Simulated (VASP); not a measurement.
The system is Cs.

```
Cs
1.0
    -3.02250    3.02250    3.02250
     3.02250   -3.02250    3.02250
     3.02250    3.02250   -3.02250
Cs
1
Cartesian
  0.0000 0.0000 0.0000
```

* Program: VASP 6.6.1
* Task: relaxation of cell and atoms
* Functional: r2SCAN
* Potentials or basis: VASP PAW PBE potentials, release 64 (Cs_sv)
* Cutoff: 600 eV
* k mesh: 12 × 12 × 12
* Occupations: fermi-dirac, width 0.05 eV
* Spin: no spin polarisation

At the start: pressure 0.2 GPa; volume 110.45 Å³/atom.

**Question.** Where does the relaxation end?

**Answer.** Over 4 steps the energy falls by 9.1 meV/atom and the volume is 123.15 Å³/atom (+11.5 %); space group Im-3m (No. 229, to 0.1 Å) before and after.

Step by step:
| step | energy change (eV) | largest force (eV/Å) | pressure (GPa) | volume (Å³) |
| --- | --- | --- | --- | --- |
| 1 | 0.0000 | 0.0000 | 0.25 | 110.45 |
| 2 | -0.0037 | 0.0000 | 0.18 | 113.17 |
| 3 | -0.0090 | 0.0000 | 0.03 | 121.61 |
| 4 | -0.0091 | 0.0000 | 0.00 | 123.15 |

Final structure:
```
Cs
1.0
    -3.13423    3.13423    3.13423
     3.13423   -3.13423    3.13423
     3.13423    3.13423   -3.13423
Cs
1
Cartesian
  3.1342 3.1342 3.1342
```

Caveat: the PAW data sets were made with another functional, which shifts forces and pressure a little.
